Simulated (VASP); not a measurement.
Runs of VASP 6.6.1 on Mg2As. The structure is that of space group P6/mmm (No. 191), or close to it. The cells are those of the table. 

| task | cell | k mesh | cutoff (eV) | gap on the mesh (eV) | pressure (GPa) | relaxed volume (Å³/atom) |
| --- | --- | --- | --- | --- | --- | --- |
| single point | a = 4.049, b = 4.049, c = 4.372 Å, angles 90.0, 90.0, 120.0°, 3 atoms | 6 × 6 × 4 | 520 | none | 8.3 | - |
| single point | a = 4.804, b = 4.804, c = 3.142 Å, angles 90.0, 90.0, 120.0°, 3 atoms | 6 × 6 × 4 | 520 | none | 0.0 | - |
| relaxation of cell and atoms | relaxed from a = 4.049, b = 4.049, c = 4.372 Å, angles 90.0, 90.0, 120.0°, 3 atoms | 6 × 6 × 4 | 600 | none | 0.0 | 20.95 |
| single point | a = 4.894, b = 4.894, c = 3.059 Å, angles 90.0, 90.0, 120.0°, 3 atoms | 12 × 12 × 16 | 520 | none | -0.1 | - |
| relaxation of cell and atoms | relaxed from a = 4.804, b = 4.804, c = 3.142 Å, angles 90.0, 90.0, 120.0°, 3 atoms | 6 × 6 × 6 | 600 | none | 0.0 | 20.97 |
| single point | a = 5.044, b = 5.044, c = 2.865 Å, angles 90.0, 90.0, 120.0°, 3 atoms | 6 × 6 × 6 | 520 | none | -0.1 | - |
| relaxation of cell and atoms | relaxed from a = 5.044, b = 5.044, c = 2.865 Å, angles 90.0, 90.0, 120.0°, 3 atoms | 12 × 12 × 16 | 600 | none | 0.0 | (a) |

Alike in all rows: level PBE; potentials or basis VASP PAW PBE potentials, release 64 (Mg, As); no spin polarisation; smearing gaussian 0.1 eV.

**Question.** Estimate the missing entries.

**Answer.** (a) 21.14.

Caveats: some runs use coarse meshes; the cell stands under pressure (at least some runs); a cell axis changed by over 15 % at a fixed basis, so the end point is rough (at least some runs).

A k mesh can miss the band edges, and the runs leave out spin-orbit coupling on As.

A gap of «none» marks levels without a gap at the run's occupations.
